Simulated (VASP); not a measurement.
Wanted: the native input for a VASP 6.6.1 run.

```yaml
Task: single point
Functional: LDA
Potentials_or_basis: VASP PAW LDA potentials, release 64 (Mg_sv, O)
Cutoff: 840 eV
k_mesh: 8 × 8 × 6
Occupations: gaussian, width 0.02 eV
Spin: no spin polarisation
Dipole_correction: no
Further_INCAR_settings: ALGO = Normal; EDIFF = 1e-06; NBANDS = 24
```

The structure of MgO lies in POSCAR:

```
MgO
1.0
    2.9420219319      0.0000000000      0.0000000000
    0.0000000000      2.9420219319      0.0000000000
    0.0000000000      0.0000000000      4.1606473400
Mg O
2 2
Direct
    0.0000000000      0.0000000000      0.0000000000
    0.5000000000      0.5000000000      0.5000000000
    0.5000000000      0.5000000000      0.0000000000
    0.0000000000      1.0000000000      0.5000000000
```

These files were run (other wordings do the same):

INCAR

```
  PREC = Accurate
  ENCUT = 840
  EDIFF = 1E-6
  ISMEAR = 0
  SIGMA = 0.02
  LREAL = F
  LASPH = T
  NELM = 120
  ALGO = Normal
  ISIF = 2
  LWAVE = F
  LCHARG = T
  GGA = CA
  LELF = T
  LVHAR = T
  NBANDS = 24
  GGA_COMPAT = F
```

KPOINTS

```
Automatic mesh
0
Gamma
  8 8 6
```

Potentials or basis: VASP PAW LDA potentials, release 64 (Mg_sv, O).

The run is started by

```sh
$ cat potpaw_LDA.64/Mg_sv/POTCAR potpaw_LDA.64/O/POTCAR > POTCAR
$ mpirun -np 1 vasp_std > vasp.out
```

It gave:

```yaml
Pressure: 0.4 GPa
Band_gap_on_the_k_mesh: 5.03 eV
```

Run time: 52 s on 1 thread of Intel(R) Xeon(R) Platinum 8375C CPU @ 2.90GHz (Ice Lake), with other jobs on the host, peak memory 0.21 GiB.
